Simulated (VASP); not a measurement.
In3As:

```xyz
4
Lattice="2.8408 1.6402 3.8414 -2.8408 1.6402 3.8414 0.0000 -3.2803 3.8414" Properties=species:S:1:pos:R:3 pbc="T T T"
In    0.0000    1.6402    3.8414
In   -1.4204   -0.8201    3.8414
In    1.4204   -0.8201    3.8414
As    0.0000    0.0000    5.7621
```

| Property | Result |
| --- | --- |
| Program | VASP 6.6.1 |
| Task | relaxation of cell and atoms |
| Functional | PBE |
| Potentials or basis | VASP PAW PBE potentials, release 64 (In_d, As) |
| Cutoff | 600 eV |
| k mesh | 6 × 6 × 6 |
| Occupations | gaussian, width 0.1 eV |
| Spin | no spin polarisation |

At the start: pressure 21.1 GPa; volume 26.85 Å³/atom.

Problem. Where does the relaxation end?

Solution. Over 8 steps the energy falls by 586.6 meV/atom and the volume is 37.87 Å³/atom (+41.0 %); space group R-3m (No. 166, to 0.05 Å).

Step by step:
| step | energy change (eV) | largest force (eV/Å) | pressure (GPa) | volume (Å³) |
| --- | --- | --- | --- | --- |
| 1 | 0.0000 | 0.0000 | 21.15 | 107.39 |
| 2 | -2.0057 | 0.0000 | -1.82 | 172.11 |
| 3 | -2.2411 | 0.0000 | 0.74 | 149.59 |
| 4 | -2.2941 | 0.0000 | -0.51 | 156.92 |
| 5 | -2.2965 | 0.0000 | -0.26 | 155.11 |
| 6 | -2.2965 | 0.0000 | -0.10 | 154.04 |
| 7 | -2.3217 | 0.0000 | -0.12 | 153.18 |
| 8 | -2.3463 | 0.0000 | -0.06 | 151.47 |

Final structure:
```yaml
crystal:
  lattice:
    - [3.06118, 1.76738, 4.66598]
    - [-3.06118, 1.76738, 4.66598]
    - [0.00000, -3.53475, 4.66598]
  atoms:
    - { symbol: In, position: [0.50000, 0.50000, 0.00000] }
    - { symbol: In, position: [0.00000, 0.50000, 0.50000] }
    - { symbol: In, position: [0.50000, 0.00000, 0.50000] }
    - { symbol: As, position: [0.50000, 0.50000, 0.50000] }
```

Caveat: the volume moved by over 15 % at a fixed basis, so the end points are rough.
